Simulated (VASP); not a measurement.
Crystal: TiS2.

```
Ti S
1.0
     3.41200    0.00000    0.00000
    -1.70600    2.95488    0.00000
     0.00000    0.00000    5.69500
Ti S
1 2
Direct
  0.00000 0.00000 0.00000
  0.33333 0.66667 0.25000
  0.66667 0.33333 0.75000
```

Base run:

| Quantity | Value |
| --- | --- |
| Program | VASP 6.6.1 |
| Functional | PBE |
| Potentials or basis | VASP PAW PBE potentials, release 64 (Ti_sv, S) |
| Cutoff | 500 eV |
| k mesh | 6 × 6 × 4 |
| Occupations | gaussian, width 0.1 eV |
| Spin | no spin polarisation |
| Hubbard terms | Ti d U = 2.0 eV |

Its results: band gap on the k mesh 0.05 eV, indirect (least direct gap 0.61 eV); pressure 2.4 GPa; largest force 0.023 eV/Å.

Problem. The run is repeated on the same cell with these changes: hubbard terms from Ti d U = 2.0 eV to Ti d U = 6.0 eV. What comes out?

Solution. Band gap on the k mesh 0.56 eV, indirect (least direct gap 1.19 eV); pressure 6.2 GPa; largest force 0.237 eV/Å.

A k mesh can miss the band edges.
